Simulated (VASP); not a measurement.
## C: single point with LDA

C, a slab with vacuum:

```
CELL_PARAMETERS angstrom
2.45623 0.00000 0.00000
-1.22811 2.12716 0.00000
0.00000 0.00000 24.13396
ATOMIC_POSITIONS crystal
C 0.00000 0.00000 0.57047
C 0.00000 0.00000 0.42953
C 0.33333 0.66667 0.42952
C 0.66667 0.33333 0.57048
```

- Program: VASP 6.6.1
- Task: single point
- Functional: LDA
- Potentials or basis: VASP PAW LDA potentials, release 64 (C)
- Cutoff: 520 eV
- k mesh: 12 × 12 × 1
- Occupations: methfessel-paxton, width 0.15 eV
- Spin: no spin polarisation

The largest force is 0.022 eV/Å and the band gap on the k mesh is zero (filled and empty bands touch).

Forces in eV/Å, atoms in the order of the input:
```
C    0.000  0.000 -0.022
C    0.000  0.000  0.022
C    0.000  0.000  0.004
C    0.000  0.000 -0.004
```

Levels at points of the mesh, in eV from the Fermi level:
| k point | band 6 | band 7 | band 8 | band 9 | band 10 | band 11 |
| --- | --- | --- | --- | --- | --- | --- |
| (0.00, 0.00, 0.00) | -3.02 | -3.01 | -3.01 | 3.47 | 4.01 | 4.58 |
| (0.50, 0.00, 0.00) | -6.41 | -2.56 | -2.22 | 1.49 | 1.84 | 7.49 |

Wall time 30 s on 1 thread of Intel(R) Xeon(R) Platinum 8488C (Sapphire Rapids) (shared host), peak memory 0.18 GiB.
